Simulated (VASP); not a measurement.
Wanted: the native input for a VASP 6.6.1 run.

| Property | Result |
| --- | --- |
| Task | single point |
| Functional | r2SCAN |
| Potentials or basis | VASP PAW PBE potentials, release 64 (Hf_pv, O, C) |
| Cutoff | 580 eV |
| k mesh | 1 × 1 × 1, shifted |
| Occupations | fermi-dirac, width 0.01 eV |
| Spin | no spin polarisation |
| Dipole correction | no |
| Further INCAR settings | ALGO = Normal; EDIFF = 1e-06; NBANDS = 108 |

The system is Hf8CO16 (a cell with a defect).

```
Hf O C
1.0
    -0.89291    5.21249    5.27760
     4.26871    0.00000    5.27256
     5.16162    5.21249   -0.00503
Hf O C
8 16 1
Direct
  0.44554 0.27529 0.00745
  0.96926 0.76564 0.49231
  0.00239 0.78194 0.94222
  0.51620 0.27271 0.44679
  0.05664 0.23350 0.48960
  0.55954 0.73067 0.96958
  0.49967 0.72143 0.54339
  0.96424 0.23898 0.05211
  0.12913 0.85035 0.61346
  0.63446 0.34506 0.09987
  0.11146 0.41626 0.12832
  0.61268 0.91677 0.62769
  0.37490 0.65299 0.87306
  0.86606 0.16504 0.38481
  0.39732 0.08089 0.35404
  0.89854 0.58226 0.85655
  0.29054 0.01861 0.05362
  0.80803 0.52598 0.54512
  0.04618 0.11710 0.80881
  0.56906 0.61573 0.29597
  0.20159 0.44575 0.47250
  0.68909 0.97512 0.94685
  0.45321 0.37376 0.69528
  0.92378 0.88974 0.19371
  0.26040 0.81426 0.20642
```

These files were run (other wordings do the same):

POSCAR

```
Hf8CO16
1.0
   -0.8929106200      5.2124939800      5.2775973300
    4.2687115500      0.0000000000      5.2725637200
    5.1616221700      5.2124939800     -0.0050336100
Hf O C
8 16 1
Direct
    0.4455424100      0.2752884000      0.0074505800
    0.9692593900      0.7656404900      0.4923106800
    0.0023942800      0.7819430000      0.9422157000
    0.5161967300      0.2727052800      0.4467892400
    0.0566422900      0.2334997100      0.4896013900
    0.5595383500      0.7306711600      0.9695800400
    0.4996692000      0.7214317600      0.5433907800
    0.9642441800      0.2389782100      0.0521121200
    0.1291332800      0.8503522000      0.6134555000
    0.6344594900      0.3450575000      0.0998695800
    0.1114578900      0.4162570900      0.1283184200
    0.6126772800      0.9167722000      0.6276911000
    0.3748989900      0.6529869700      0.8730593100
    0.8660640600      0.1650403400      0.3848054000
    0.3973211700      0.0808901400      0.3540377800
    0.8985363800      0.5822550900      0.8565518100
    0.2905432600      0.0186124700      0.0536194700
    0.8080338200      0.5259848800      0.5451203700
    0.0461828600      0.1170971900      0.8088055400
    0.5690582200      0.6157272400      0.2959697300
    0.2015932800      0.4457482900      0.4725007500
    0.6890922300      0.9751224200      0.9468471600
    0.4532087100      0.3737649400      0.6952814100
    0.9237826400      0.8897389100      0.1937130200
    0.2604012200      0.8142554000      0.2064175100
```

INCAR.step1

```
SYSTEM = Hf8CO16
PREC = Accurate
ENCUT = 580
ISMEAR = -1
SIGMA = 0.01
LREAL = .False.
LASPH = .True.
NELM = 120
NBANDS = 108
GGA = PE
ALGO = Normal
EDIFF = 1E-5
LWAVE = .True.
LCHARG = .False.
GGA_COMPAT = .False.
```

INCAR.step2

```
SYSTEM = Hf8CO16
PREC = Accurate
ENCUT = 580
EDIFF = 1E-6
ISMEAR = -1
SIGMA = 0.01
LREAL = .False.
LASPH = .True.
NELM = 120
ALGO = Normal
ISIF = 2
LWAVE = .False.
LCHARG = .False.
METAGGA = R2SCAN
LMIXTAU = .True.
NBANDS = 108
ISTART = 1
GGA_COMPAT = .False.
```

KPOINTS

```
Automatic mesh
0
Gamma
  1 1 1
  0.25 0.25 0.25
```

Potentials or basis: VASP PAW PBE potentials, release 64 (Hf_pv, O, C).

Launch:

```sh
$ cat potpaw_PBE.64/Hf_pv/POTCAR potpaw_PBE.64/O/POTCAR potpaw_PBE.64/C/POTCAR > POTCAR
$ cp INCAR.step1 INCAR
$ mpirun -np 1 vasp_std > vasp.out
$ cp INCAR.step2 INCAR
$ mpirun -np 1 vasp_std > vasp.out
```

It gave:

```json
{
 "Pressure": "-6.3 GPa",
 "Largest force": "0.359 eV/Å",
 "Band gap on the k mesh": "2.38 eV"
}
```

Caveat: the k points lie up to 0.55 Å⁻¹ apart; the PAW data sets were made with another functional, which shifts forces and pressure a little; spin-orbit coupling is left out, which moves the levels of the heavy elements.

Wall time 5.9 min on 1 thread of Intel(R) Xeon(R) Platinum 8559C (Emerald Rapids), on a shared host, peak memory 0.52 GiB.
